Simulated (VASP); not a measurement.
## AlNi: single point with PBEsol

AlNi:

```xyz
2
Lattice="1.9427 -1.9428 0.0000 1.9427 1.9428 0.0000 0.0000 0.0000 2.7222" Properties=species:S:1:pos:R:3 pbc="T T T"
Ni    1.9427    0.0000    1.3611
Al    0.0000    0.0000    0.0000
```

| Item | Value |
| --- | --- |
| Program | VASP 6.6.1 |
| Task | single point |
| Functional | PBEsol |
| Potentials or basis | VASP PAW PBE potentials, release 64 (Ni, Al) |
| Cutoff | 520 eV |
| k mesh | 10 × 10 × 9 |
| Occupations | fermi-dirac, width 0.05 eV |
| Spin | collinear spin, ferromagnetic start |
| Starting moments | [1.0, 0.0] μB |

```yaml
Pressure: 30.3 GPa
Net_moment: 0.00 μB per cell
Valence_electrons_inside_the_program's_atomic_spheres: Ni 9.78; Al 0.89
```

Levels at points of the mesh, in eV from the Fermi level:
Spin up:
| k point | band 4 | band 5 | band 6 | band 7 | band 8 | band 9 |
| --- | --- | --- | --- | --- | --- | --- |
| (0.00, 0.00, 0.00) | -1.96 | -1.94 | -1.94 | 6.00 | 6.00 | 6.37 |
| (0.50, 0.00, 0.00) | -2.82 | -2.77 | -1.83 | -0.82 | 8.38 | 10.57 |
| (0.50, 0.50, 0.00) | -3.41 | -2.60 | -2.60 | -1.30 | 1.63 | 3.15 |
Spin down:
| k point | band 4 | band 5 | band 6 | band 7 | band 8 | band 9 |
| --- | --- | --- | --- | --- | --- | --- |
| (0.00, 0.00, 0.00) | -1.96 | -1.94 | -1.94 | 6.00 | 6.00 | 6.37 |
| (0.50, 0.00, 0.00) | -2.82 | -2.77 | -1.83 | -0.82 | 8.38 | 10.57 |
| (0.50, 0.50, 0.00) | -3.41 | -2.60 | -2.60 | -1.30 | 1.63 | 3.15 |

Wall time 55 s on 1 thread of Intel(R) Xeon(R) Platinum 8488C (Sapphire Rapids) (shared host), peak memory 0.2 GiB.

Caveat: the cell stands under pressure; the PAW data sets were made with another functional, which shifts forces and pressure a little.
